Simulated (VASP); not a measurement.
Wanted: the native input for a VASP 6.6.1 run.

| Item | Value |
| --- | --- |
| Task | single point |
| Functional | PBE |
| Potentials or basis | VASP PAW PBE potentials, release 64 (Ti_sv) |
| Cutoff | 520 eV |
| k mesh | 10 × 10 × 10 |
| Occupations | fermi-dirac, width 0.05 eV |
| Spin | collinear spin, ferromagnetic start |
| Starting moments | [1.645, 1.645] μB |
| Dipole correction | no |
| Further INCAR settings | ALGO = Normal; EDIFF = 1e-07; NBANDS = 23 |

The structure of Ti lies in POSCAR:

```
Ti
1.0
    0.0000000000      2.8897615861      2.8897615861
    2.8897615861      0.0000000000      2.8897615861
    2.8897615861      2.8897615861      0.0000000000
Ti
2
Direct
    0.1250000000      0.1250000000      0.1250000000
    0.8750000000      0.8750000000      0.8750000000
```

This cell differs from its parent crystal: volume scaled by 0.88.

These files were run (other wordings do the same):

INCAR

```
PREC     = Accurate       # precision mode
ENCUT    = 520            # plane-wave cutoff, eV
EDIFF    = 1E-7           # SCF threshold, eV
ISMEAR   = -1             # smearing method
SIGMA    = 0.05           # smearing width, eV
LREAL    = False          # projectors in reciprocal space
LASPH    = True           # aspherical terms in the spheres
NELM     = 150            # most SCF steps
ALGO     = Normal         # electronic algorithm
ISIF     = 2              # what is computed and relaxed
LWAVE    = False          # write WAVECAR
LCHARG   = False          # write CHGCAR
ISPIN    = 2              # spin polarisation
MAGMOM   = 1.645 1.645    # initial moments
LORBIT   = 11             # projections on sites
LMAXMIX  = 4              # l up to which the mixer works
GGA      = PE             # functional
NBANDS   = 23             # bands
```

KPOINTS

```
Automatic mesh
0
Gamma
  10 10 10
```

Potentials or basis: VASP PAW PBE potentials, release 64 (Ti_sv).

Launch:

```console
$ cat potpaw_PBE.64/Ti_sv/POTCAR > POTCAR
$ mpirun -np 1 vasp_std > vasp.out
```

It gave:

```
Pressure                                              : 3.5 GPa
Net moment                                            : 4.10 μB per cell
Site moments                                          : Ti +1.65 μB
Valence electrons inside the program's atomic spheres : Ti 10.42
```

It took 71 s on 1 thread of Intel(R) Xeon(R) Platinum 8559C (Emerald Rapids), on a shared host, peak memory 0.22 GiB.
